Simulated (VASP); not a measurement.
Runs of VASP 6.6.1 on Os. The structure is that of space group Fm-3m (No. 225), or close to it. The cells are those of the table. 

```csv
task,cell,gap on the mesh (eV),pressure (GPa)
electric field gradients,"a = 2.723 Å, angles 61.3°, 1 atom",none,(b)
electric field gradients,"a = 2.732 Å, angles 60.0°, 1 atom",none,-12.9
electric field gradients,"a = 2.787 Å, angles 60.0°, 1 atom",none,-31.7
single point,"a = 2.741 Å, angles 60.0°, 1 atom",none,-16.5
electric field gradients,"a = 2.751 Å, angles 60.0°, 1 atom",none,(a)
```

Alike in all rows: level PBEsol; potentials or basis VASP PAW PBE potentials, release 64 (Os); no spin polarisation; k mesh 14 × 14 × 14; cutoff (eV) 520; smearing fermi-dirac 0.05 eV.

Question: Estimate the missing entries.

Answer: (a) -20.0; (b) -19.5.

Caveats: the PAW data sets were made with another functional, which shifts forces and pressure a little; spin-orbit coupling is left out, which moves the levels of the heavy elements.

A k mesh can miss the band edges, and the runs leave out spin-orbit coupling on Os.

A gap of «none» marks levels without a gap at the run's occupations.
